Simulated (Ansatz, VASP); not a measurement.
**Two plane-wave programs on CoO**

```
Co O
1.0
     0.00000    2.20586    2.20586
     2.20586    0.00000    2.20586
     2.20586    2.20586    0.00000
Co O
1 1
Cartesian
  0.0000 0.0000 0.0000
  2.2059 2.2059 2.2059
```

Alike in both runs: task single point; functional BLYP; k mesh 10 × 10 × 10; occupations gaussian, width 0.05 eV; collinear spin; Hubbard terms Co d U = 3.3 eV.

```csv
,VASP,Ansatz
version,VASP 6.6.1,Ansatz 0.2.0
potentials or method,"VASP PAW PBE potentials, release 64 (Co_sv, O), cutoff 700 eV","scalar-relativistic, plane waves, PAW"
valence electrons in the cell,23,23
```

```csv
,VASP,Ansatz,Ansatz less VASP
pressure (GPa),-10.0,-2.9,+7.07
net moment per atom (μB),1.50,1.50,0.000
size of the moment on the site where the two differ most (μB),2.67,2.62,-0.046
```

VASP's potentials were made for PBE, not for BLYP. Site moments also hang on the region over which each program counts them. The programs project onto different local orbitals, so the same U acts differently, and such runs can settle in different states. Ansatz's warnings: symmetry narrowed by occupation matrices.
